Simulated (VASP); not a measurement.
Pt, 1 atom in the cell. The cell holds a sheet with vacuum, 1 atom: a = 2.528 Å, b = 2.528 Å, c = 23.800 Å, α = 90.00°, β = 90.00°, γ = 90.00°. The cell was built from a structure type or drawn by symmetry, and may not be a known phase.

- Program: VASP 6.6.1
- Task: single point
- Functional: PBE
- Potentials or basis: VASP PAW PBE potentials, release 64 (Pt)
- Cutoff: 520 eV
- k mesh: 22 × 22 × 1
- Occupations: gaussian, width 0.1 eV
- Spin: no spin polarisation
- Dipole correction: yes
- Further INCAR settings: ALGO = Normal; EDIFF = 1e-06; NBANDS = 11

Potentials or basis: VASP PAW PBE potentials, release 64 (Pt).

Launch:

```console
$ cat potpaw_PBE.64/Pt/POTCAR > POTCAR
$ mpirun -np 1 vasp_std > vasp.out
```

Hardware: 1 thread of AMD EPYC 9R45 96-Core Processor (Zen 5), with other jobs on the host.

**Question.** How long does it take, and how much memory?

**Answer.** It took 52 s on 1 thread of AMD EPYC 9R45 96-Core Processor (Zen 5) (shared host), peak memory 0.29 GiB. Counts: scf iterations 16, k points 78.
